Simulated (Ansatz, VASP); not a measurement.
# CaO: VASP beside Ansatz

```
Ca O
1.0
     3.29613    0.00000    0.00000
    -1.64806    2.85453    0.00000
     0.00000    0.00000    2.99898
Ca O
1 1
Cartesian
  0.0000 1.9030 1.4995
  1.6481 0.9515 0.0000
```

Alike in both runs: functional PBE; k mesh 6 × 6 × 6; occupations gaussian, width 0.1 eV; no spin polarisation.

Ansatz relaxed the structure, and its values are those at the end. VASP's run is a single point on that final structure, the one shown.

```csv
,VASP,Ansatz
version,VASP 6.6.1,Ansatz 0.2.0
potentials or method,"VASP PAW PBE potentials, release 64 (Ca_sv, O), cutoff 520 eV","scalar-relativistic, plane waves, PAW"
valence electrons in the cell,16,16
```

|  | VASP | Ansatz | Ansatz less VASP |
| --- | --- | --- | --- |
| gap on the k mesh at the Fermi level (eV) | 3.32 | 3.34 | +0.012 |
| least direct gap on the mesh (eV) | 3.32 | 3.34 | +0.012 |
| pressure (GPa) | 0.8 | 0.2 | -0.53 |

The functional is the same, so the differences come from potentials, cutoffs and numerics.
